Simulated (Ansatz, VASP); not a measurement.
## Two plane-wave programs on BN

```
B N
1.0
     0.00000    1.58323    2.37485
     1.58323    0.00000    2.37485
     1.58323    1.58323    0.00000
B N
1 1
Cartesian
  0.0000 0.0000 0.0000
  2.3748 2.3748 3.5623
```

Alike in both runs: task single point; functional PBE; k mesh 12 × 12 × 12; occupations gaussian, width 0.05 eV; no spin polarisation.

|  | VASP | Ansatz |
| --- | --- | --- |
| version | VASP 6.6.1 | Ansatz 0.2.0 |
| potentials or method | VASP PAW PBE potentials, release 64 (B, N), cutoff 520 eV | scalar-relativistic, plane waves, PAW |
| valence electrons in the cell | 8 | 8 |

Ansatz gave:

| Property | Result |
| --- | --- |
| gap on the k mesh at the Fermi level (eV) | none |
| pressure (GPa) | 8.1 |
| traceless stress, the component that is largest in VASP (GPa) | -244.22 |

Question: Estimate VASP's values.

Answer: gap on the k mesh at the Fermi level (eV): none; pressure (GPa): 8.2; traceless stress, the component that is largest in VASP (GPa): -244.11.

A gap of «none» marks a metal or a gap that the smearing closes.
